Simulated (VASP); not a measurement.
# Ag (Fm-3m) in VASP: notebook

Ag is run at these levels: r2SCAN, r2SCAN+D4; tasks: single point.

All numbers are computed with VASP 6.6.1; they aren't measurements. Logs are shortened: lines on timing, memory, paths and dates and some standing lists are left out, and cuts for length are marked.

### 1 The cell of the first run

It takes space group Fm-3m (No. 225, cubic). Conventional cell: a = 4.212 Å, b = 4.212 Å, c = 4.212 Å, α = 90.00°, β = 90.00°, γ = 90.00°. Ag (site symmetry m-3m) has 12 Ag at 2.98 Å within 3.9 Å.

### 2 Single point, r2SCAN

Contents of POSCAR:

```
Ag
1.0
    0.0000000000      2.1058465800      2.1058465800
    2.1058465800      0.0000000000      2.1058465800
    2.1058465800      2.1058465800      0.0000000000
Ag
1
Direct
    0.0000000000      0.0000000000      0.0000000000
```

Contents of INCAR.step1:

```
SYSTEM = Ag
PREC = Accurate ; ENCUT = 550
ISMEAR = 1 ; SIGMA = 0.0293
LREAL = .False. ; LASPH = .True.
NELM = 120 ; NBANDS = 12
GGA = PE ; ALGO = Normal
EDIFF = 1E-5 ; LWAVE = .True.
LCHARG = .False. ; GGA_COMPAT = .False.
```

Contents of INCAR.step2:

```
SYSTEM = Ag
PREC = Accurate ; ENCUT = 550
EDIFF = 1E-6 ; ISMEAR = 1
SIGMA = 0.0293 ; LREAL = .False.
LASPH = .True. ; NELM = 120
ALGO = Normal ; ISIF = 2
LWAVE = .False. ; LCHARG = .False.
METAGGA = R2SCAN ; LMIXTAU = .True.
NBANDS = 12 ; ISTART = 1
GGA_COMPAT = .False.
```

Contents of KPOINTS:

```
Automatic mesh
0
Gamma
  7 7 7
  0 0 0
```

Potentials or basis: VASP PAW PBE potentials, release 64 (Ag).

Run with:

```sh
$ cat potpaw_PBE.64/Ag/POTCAR > POTCAR
$ cp INCAR.step1 INCAR
$ mpirun -np 1 vasp_std > vasp.out
$ cp INCAR.step2 INCAR
$ mpirun -np 1 vasp_std > vasp.out
```

OUTCAR:

```text
SYSTEM = Ag
   PREC = Accurate
   ENCUT = 550
   EDIFF = 1E-6
   ISMEAR = 1
   LREAL = .False.
   LASPH = .True.
   NELM = 120
   ISIF = 2
   METAGGA = R2SCAN
   ISTART = 1

 ion  position               nearest neighbor table
   1  0.000  0.000  0.000-

  LATTYP: Found a face centered cubic cell.
 ALAT       =     4.2116931600

  Lattice vectors:

 A1 = (   0.0000000000,   2.1058465800,   2.1058465800)
 A2 = (   2.1058465800,   0.0000000000,   2.1058465800)
 A3 = (   2.1058465800,   2.1058465800,   0.0000000000)

Analysis of symmetry for initial positions (statically):
=====================================================================
 Subroutine PRICEL returns:
 Original cell was already a primitive cell.

 Routine SETGRP: Setting up the symmetry group for a
 face centered cubic supercell.

 Subroutine GETGRP returns: Found 48 space group operations
 (whereof 48 operations were pure point group operations)
 out of a pool of 48 trial point group operations.

The static configuration has the point symmetry O_h .

Analysis of symmetry for dynamics (positions and initial velocities):
=====================================================================
 Subroutine PRICEL returns:
 Original cell was already a primitive cell.

 Routine SETGRP: Setting up the symmetry group for a
 face centered cubic supercell.

 Subroutine GETGRP returns: Found 48 space group operations
 (whereof 48 operations were pure point group operations)
 out of a pool of 48 trial point group operations.

The dynamic configuration has the point symmetry O_h .

 Subroutine INISYM returns: Found 48 space group operations
 (whereof 48 operations are pure point group operations),
 and found     1 'primitive' translations

----------------------------------------------------------------------------------------

                                     Primitive cell

  volume of cell :      18.6771

  direct lattice vectors                    reciprocal lattice vectors
     0.000000000  2.105846580  2.105846580    -0.237434201  0.237434201  0.237434201
     2.105846580  0.000000000  2.105846580     0.237434201 -0.237434201  0.237434201
     2.105846580  2.105846580  0.000000000     0.237434201  0.237434201 -0.237434201

  length of vectors
     2.978116794  2.978116794  2.978116794     0.411248099  0.411248099  0.411248099

  position of ions in fractional coordinates (direct lattice)
     0.000000000  0.000000000  0.000000000

  ion indices of the primitive-cell ions
   primitive index   ion index
                 1           1

----------------------------------------------------------------------------------------

 KPOINTS: Automatic mesh

Automatic generation of k-mesh.
 Grid dimensions read from file:
 generate k-points for:    7    7    7

 Generating k-lattice:

  Cartesian coordinates                     Fractional coordinates (reciprocal lattice)
    -0.033919172  0.033919172  0.033919172     0.142857143  0.000000000  0.000000000
     0.033919172 -0.033919172  0.033919172     0.000000000  0.142857143  0.000000000
     0.033919172  0.033919172 -0.033919172     0.000000000  0.000000000  0.142857143

  Length of vectors
     0.058749728  0.058749728  0.058749728

  Shift w.r.t. Gamma in fractional coordinates (k-lattice)
     0.000000000  0.000000000  0.000000000

 Subroutine IBZKPT returns following result:
 ===========================================

 Found     20 irreducible k-points:

 Following reciprocal coordinates:
            Coordinates               Weight
  0.000000  0.000000  0.000000      1.000000
  0.142857  0.000000  0.000000      8.000000
  0.285714  0.000000  0.000000      8.000000
  0.428571  0.000000  0.000000      8.000000
  0.142857  0.142857  0.000000      6.000000
  0.285714  0.142857  0.000000     24.000000
[... 12 lines left out ...]
 -0.428571  0.428571  0.142857     24.000000
 -0.285714  0.428571  0.142857     24.000000
   k-points           NKPTS =     20   k-points in BZ     NKDIM =     20   number of bands    NBANDS=     12
   number of dos      NEDOS =    301   number of ions     NIONS =      1
   total plane-waves  NPLWV =  13824
   dimension x,y,z NGX =    24 NGY =   24 NGZ =   24
   dimension x,y,z NGXF=    48 NGYF=   48 NGZF=   48
   ions per type =               1
   NGX,Y,Z   is equivalent  to a cutoff of  13.40, 13.40, 13.40 a.u.
   NGXF,Y,Z  is equivalent  to a cutoff of  26.79, 26.79, 26.79 a.u.
 SYSTEM =  Ag
   PREC   = accura    normal or accurate (medium, high low for compatibility)
   ISTART =      1    job   : 0-new  1-cont  2-samecut
   ICHARG =      0    charge: 1-file 2-atom 10-const
   ISPIN  =      1    spin polarized calculation?
   LNONCOLLINEAR =      F non collinear calculations
   LSORBIT =      F    spin-orbit coupling
   LASPH  =      T    aspherical Exc in radial PAW
   ENCUT  =  550.0 eV  40.42 Ry    6.36 a.u.   5.69  5.69  5.69*2*pi/ulx,y,z
   NELM   =    120;   NELMIN=  2; NELMDL=  0     # of ELM steps
   EDIFF  = 0.1E-05   stopping-criterion for ELM
   LREAL  =      F    real-space projection
   EDIFFG = 0.1E-04   stopping-criterion for IOM
   NSW    =      0    number of steps for IOM
   IBRION =     -1    ionic relax: 0-MD 1-quasi-New 2-CG
   NFREE  =      0    steps in history (QN), initial steepest desc. (CG)
   ISIF   =      2    stress and relaxation
   ISYM   =      2    0-nonsym 1-usesym 2-fastsym
   POTIM  = 0.5000    time-step for ionic-motion
   TEBEG  =    0.0;   TEEND  =   0.0 temperature during run
   PSTRESS=    0.0 pullay stress
   NELECT =      11.0000    total number of electrons
   NUPDOWN=      -1.0000    fix difference up-down
   EMIN   =  10.00;   EMAX   =-10.00  energy-range for DOS
   EFERMI =   0.00;   METHOD = LEGACY
   ISMEAR =     1;   SIGMA  =   0.03  broadening in eV -4-tet -1-fermi 0-gaus
   EFERMI_NEDOS =   21; number of points for ismear=-14 and -15
   IALGO  =     38    algorithm
   IMIX   =      4    mixing-type and parameters
     AMIX     =   0.40;   BMIX     =  1.00
     AMIX_MAG =   1.60;   BMIX_MAG =  1.00
  volume/ion in A,a.u.               =      18.68       126.04
  Fermi-wavevector in a.u.,A,eV,Ry     =   1.372258  2.593191 25.621010  1.883091
  Thomas-Fermi vector in A             =   2.497881
   LORBIT       =      0    0 simple, 1 ext, 2 COOP (PROOUT), +10 PAW based schemes
   METAGGA = R2SCAN    functional components
   LHFCALC =     F    Hartree Fock is set to
   AEXX    =    0.0000 exact exchange contribution
   IVDW    =     0    specifies the selected vdW correction
   LEPSILON=     F    determine dielectric tensor
   LRPA    =     F    only Hartree local field effects (RPA)
 non-spin polarized calculation
 Methfessel and Paxton  Order N= 1 SIGMA  =   0.03
  energy-cutoff  :      550.00
  volume of cell :       18.68
 maximum number of plane-waves:       556
   NGX = 11   NGY = 11   NGZ = 11

 number of electron      11.0000003 magnetization

 Free energy of the ion-electron system (eV)
  ---------------------------------------------------
  ext. energy  EPLUGINS =         0.00000000
  ---------------------------------------------------
  free energy    TOTEN  =       -21.37573254 eV

  energy without entropy =      -21.37559217  energy(sigma->0) =      -21.37568575

 E-fermi :   7.7900     XC(G=0): -12.3473

 val. band max:        6.5895579363   @ k =   0.4286   0.2857   0.0000
 cond. band min:       7.7928696295   @ k =   0.4286   0.4286   0.0000
 fundamental gap:      1.2033116931
 Fermi energy:         7.7899687358

 k-point     1 :       0.0000    0.0000    0.0000
  band No.  band energies     occupation
      1      -0.0541      2.00000
      2       2.4061      2.00000
      3       2.4061      2.00000
      4       2.4061      2.00000
      5       3.2903      2.00000
      6       3.2903      2.00000
      7      23.6200      0.00000
      8      26.7872      0.00000
      9      26.7872      0.00000
     10      26.7872      0.00000
     11      31.5635      0.00000
     12      32.0492      0.00000

 k-point     2 :       0.1429    0.0000    0.0000
  band No.  band energies     occupation
      1       0.5206      2.00000
      2       2.3342      2.00000
      3       2.5328      2.00000
      4       2.5328      2.00000
      5       3.2633      2.00000
      6       3.2633      2.00000
      7      22.1524      0.00000
      8      24.4559      0.00000
      9      26.7663      0.00000
     10      26.7663      0.00000
     11      30.2293      0.00000
     12      31.5496      0.00000

 k-point     3 :       0.2857    0.0000    0.0000
  band No.  band energies     occupation
      1       1.2150      2.00000
      2       2.5528      2.00000
      3       2.5528      2.00000
      4       3.2679      2.00000
      5       3.5114      2.00000
      6       3.5115      2.00000
      7      16.6948      0.00000
      8      23.8813      0.00000
      9      26.1376      0.00000
     10      26.1377      0.00000
     11      30.0579      0.00000
     12      30.0579      0.00000
[... 226 lines left out ...]
 k-point    19 :      -0.4286    0.4286    0.1429
  band No.  band energies     occupation
      1       1.4586      2.00000
      2       1.5108      2.00000
      3       3.0529      2.00000
      4       3.6573      2.00000
      5       4.0535      2.00000
      6       9.2294      0.00000
      7      15.2631      0.00000
      8      15.9629      0.00000
      9      16.5134      0.00000
     10      26.4291      0.00000
     11      27.5478      0.00000
     12      33.5062      0.00000

 k-point    20 :      -0.2857    0.4286    0.1429
  band No.  band energies     occupation
      1       1.6569      2.00000
      2       1.9839      2.00000
      3       2.5044      2.00000
      4       3.3341      2.00000
      5       4.0476      2.00000
      6      11.8682      0.00000
      7      12.5498      0.00000
      8      14.2806      0.00000
      9      17.3605      0.00000
     10      27.0469      0.00000
     11      31.2821      0.00000
     12      32.2869      0.00000

------------------------ aborting loop because EDIFF is reached ----------------------------------------

  FORCE on cell =-STRESS in cart. coord.  units (eV):
  Direction    XX          YY          ZZ          XY          YZ          ZX
  --------------------------------------------------------------------------------------
  -------------------------------------------------------------------------------------
  Total       -0.8004691     -0.8004691     -0.8004691      0.0000000      0.0000000      0.0000000
  in kB      -68.6665069    -68.6665069    -68.6665069      0.0000000      0.0000000      0.0000000
  external PRESSURE =     -68.6665069 kB  Pullay stress =       0.0000000 kB

 VOLUME and BASIS-vectors are now :
 -----------------------------------------------------------------------------
  energy-cutoff  :      550.00
  volume of cell :       18.68
      direct lattice vectors                 reciprocal lattice vectors
     0.000000000  2.105846580  2.105846580    -0.237434201  0.237434201  0.237434201
     2.105846580  0.000000000  2.105846580     0.237434201 -0.237434201  0.237434201
     2.105846580  2.105846580  0.000000000     0.237434201  0.237434201 -0.237434201

 POSITION                                       TOTAL-FORCE (eV/Angst)
 -----------------------------------------------------------------------------------
      0.00000      0.00000      0.00000         0.000000      0.000000      0.000000
 -----------------------------------------------------------------------------------
    total drift:                               -0.000000     -0.000000     -0.000000

  FREE ENERGIE OF THE ION-ELECTRON SYSTEM (eV)
  ---------------------------------------------------
  free  energy   TOTEN  =       -21.3757325362 eV

  energy  without entropy=      -21.3755921695  energy(sigma->0) =      -21.37568575
```

It took 24 s on 1 thread of AMD EPYC 7R43 (Zen 3), shared host; peak memory 0.11 GiB.

Results:

| Property | Result |
| --- | --- |
| Free energy | -21.3757 eV |
| Pressure | -6.9 GPa |
| Band gap on the k mesh | zero (an odd number of electrons rules out a gap without spin polarisation) |

Levels at points of the mesh, in eV from the Fermi level:
```
           k point  band 4  band 5  band 6  band 7  band 8  band 9
(0.00, 0.00, 0.00)   -5.38   -4.50   -4.50   15.83   19.00   19.00
```

Caveat: the k points lie up to 0.37 Å⁻¹ apart, too coarse for converged energies and pressures of a metal; the PAW data sets were made with another functional, which shifts forces and pressure a little.

### 3 Single point, r2SCAN+D4

POSCAR is that of step 2.

INCAR.step1 is that of step 2.

Contents of INCAR.step2:

```
SYSTEM = Ag
PREC = Accurate ; ENCUT = 550
EDIFF = 1E-6 ; ISMEAR = 1
SIGMA = 0.0293 ; LREAL = .False.
LASPH = .True. ; NELM = 120
ALGO = Normal ; ISIF = 2
LWAVE = .False. ; LCHARG = .True.
METAGGA = R2SCAN ; LMIXTAU = .True.
IVDW = 13 ; VDW_S6 = 1.0
VDW_S8 = 0.6018749 ; VDW_A1 = 0.51559235
VDW_A2 = 5.77342911 ; LELF = .True.
LVHAR = .True. ; NBANDS = 12
ISTART = 1 ; GGA_COMPAT = .False.
```

KPOINTS is that of step 2.

Potentials or basis: VASP PAW PBE potentials, release 64 (Ag).

Run with:

```sh
$ cat potpaw_PBE.64/Ag/POTCAR > POTCAR
$ cp INCAR.step1 INCAR
$ mpirun -np 1 vasp_std > vasp.out
$ cp INCAR.step2 INCAR
$ mpirun -np 1 vasp_std > vasp.out
```

OUTCAR:

```text
SYSTEM = Ag
   PREC = Accurate
   ENCUT = 550
   EDIFF = 1E-6
   ISMEAR = 1
   LREAL = .False.
   LASPH = .True.
   NELM = 120
   ISIF = 2
   METAGGA = R2SCAN
   IVDW = 13
   ISTART = 1

 ion  position               nearest neighbor table
   1  0.000  0.000  0.000-

  LATTYP: Found a face centered cubic cell.
 ALAT       =     4.2116931600

  Lattice vectors:

 A1 = (   0.0000000000,   2.1058465800,   2.1058465800)
 A2 = (   2.1058465800,   0.0000000000,   2.1058465800)
 A3 = (   2.1058465800,   2.1058465800,   0.0000000000)

[... 473 lines left out ...]

------------------------ aborting loop because EDIFF is reached ----------------------------------------

  DFT-D4 for vdW energy calculation

  Edisp (eV):   -0.18117

  FORCE on cell =-STRESS in cart. coord.  units (eV):
  Direction    XX          YY          ZZ          XY          YZ          ZX
  --------------------------------------------------------------------------------------
  -------------------------------------------------------------------------------------
  Total      -0.96309    -0.96309    -0.96309    -0.00000     0.00000     0.00000
  in kB     -82.61677   -82.61677   -82.61677    -0.00000     0.00000     0.00000
  external pressure =      -82.62 kB  Pullay stress =        0.00 kB

 VOLUME and BASIS-vectors are now :
 -----------------------------------------------------------------------------
  energy-cutoff  :      550.00
  volume of cell :       18.68
      direct lattice vectors                 reciprocal lattice vectors
     0.000000000  2.105846580  2.105846580    -0.237434201  0.237434201  0.237434201
     2.105846580  0.000000000  2.105846580     0.237434201 -0.237434201  0.237434201
     2.105846580  2.105846580  0.000000000     0.237434201  0.237434201 -0.237434201

 POSITION                                       TOTAL-FORCE (eV/Angst)
 -----------------------------------------------------------------------------------
      0.00000      0.00000      0.00000         0.000000     -0.000000      0.000000
 -----------------------------------------------------------------------------------
    total drift:                               -0.000000     -0.000000     -0.000000

  FREE ENERGIE OF THE ION-ELECTRON SYSTEM (eV)
  ---------------------------------------------------
  free  energy   TOTEN  =       -21.5569006363 eV

  energy  without entropy=      -21.5567602697  energy(sigma->0) =      -21.55685385
```

OUTCAR.step1:

```text
SYSTEM = Ag
   PREC = Accurate
   ENCUT = 550
   ISMEAR = 1
   LREAL = .False.
   LASPH = .True.
   NELM = 120
[... 509 lines left out ...]
 -----------------------------------------------------------------------------------
      0.00000      0.00000      0.00000        -0.000000      0.000000      0.000000
 -----------------------------------------------------------------------------------
    total drift:                               -0.000000     -0.000000     -0.000000

  FREE ENERGIE OF THE ION-ELECTRON SYSTEM (eV)
  ---------------------------------------------------
  free  energy   TOTEN  =        -2.7534759454 eV

  energy  without entropy=       -2.7533355787  energy(sigma->0) =       -2.75342916
```

OSZICAR.step1:

```text
N       E                     dE             d eps       ncg     rms          rms(c)
DAV:   1     0.525303890027E+02    0.52530E+02   -0.58442E+03   480   0.872E+02
DAV:   2    -0.218002594656E+01   -0.54710E+02   -0.52158E+02   552   0.192E+02
DAV:   3    -0.297644542286E+01   -0.79642E+00   -0.79607E+00   564   0.246E+01
DAV:   4    -0.297900574159E+01   -0.25603E-02   -0.25603E-02   568   0.146E+00
DAV:   5    -0.297902807408E+01   -0.22332E-04   -0.22332E-04   568   0.118E-01    0.408E+00
DAV:   6    -0.276060055981E+01    0.21843E+00   -0.91131E-01   524   0.840E+00    0.274E+00
DAV:   7    -0.275549576088E+01    0.51048E-02   -0.64557E-03   552   0.784E-01    0.160E+00
DAV:   8    -0.275346792094E+01    0.20278E-02   -0.74114E-04   536   0.223E-01    0.748E-02
DAV:   9    -0.275347594541E+01   -0.80245E-05   -0.90820E-06   512   0.218E-02
   1 F= -.27534759E+01 E0= -.27534292E+01  d E =-.140367E-03
```

It took 25 s on 1 thread of AMD EPYC 7R43 (Zen 3), shared host; peak memory 0.11 GiB.

Results:

```yaml
Free_energy: -21.5569 eV
Pressure: -8.3 GPa
Band_gap_on_the_k_mesh: zero (an odd number of electrons rules out a gap without spin polarisation)
Dispersion_energy_per_atom: -0.181 eV
```

Levels at points of the mesh, in eV from the Fermi level:
| k point | band 4 | band 5 | band 6 | band 7 | band 8 | band 9 |
| --- | --- | --- | --- | --- | --- | --- |
| (0.00, 0.00, 0.00) | -5.38 | -4.50 | -4.50 | 15.83 | 19.00 | 19.00 |

Caveat: the k points lie up to 0.37 Å⁻¹ apart, too coarse for converged energies and pressures of a metal; the PAW data sets were made with another functional, which shifts forces and pressure a little.

(Part 1 of 2 ends here.)
